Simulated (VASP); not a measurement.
Crystal: WC.

```
W C
1.0
     0.00000    2.19268    2.19268
     2.19268    0.00000    2.19268
     2.19268    2.19268    0.00000
W C
1 1
Direct
  0.00000 0.00000 0.00000
  0.50000 0.50000 0.50000
```

| Item | Value |
| --- | --- |
| Program | VASP 6.6.1 |
| Task | relaxation of cell and atoms |
| Functional | PBEsol |
| Potentials or basis | VASP PAW PBE potentials, release 64 (W_sv, C) |
| Cutoff | 600 eV |
| k mesh | 11 × 11 × 11 |
| Occupations | fermi-dirac, width 0.1 eV |
| Spin | no spin polarisation |

At the start: pressure -8.9 GPa; volume 10.54 Å³/atom.

Where does the relaxation end?

Over 4 steps the energy falls by 7.1 meV/atom and the volume is 10.29 Å³/atom (-2.4 %); space group Fm-3m (No. 225, to 0.05 Å).

Step by step:
| step | energy change (eV) | largest force (eV/Å) | pressure (GPa) | volume (Å³) |
| --- | --- | --- | --- | --- |
| 1 | 0.0000 | 0.0000 | -8.91 | 21.08 |
| 2 | 0.0862 | 0.0000 | 27.52 | 19.35 |
| 3 | -0.0142 | 0.0000 | -0.20 | 20.59 |
| 4 | -0.0143 | 0.0000 | -0.06 | 20.58 |

Final structure:
```
CELL_PARAMETERS angstrom
0.00000 2.17520 2.17520
2.17520 0.00000 2.17520
2.17520 2.17520 0.00000
ATOMIC_POSITIONS crystal
W 0.00000 0.00000 0.00000
C 0.50000 0.50000 0.50000
```

Caveat: the PAW data sets were made with another functional, which shifts forces and pressure a little.
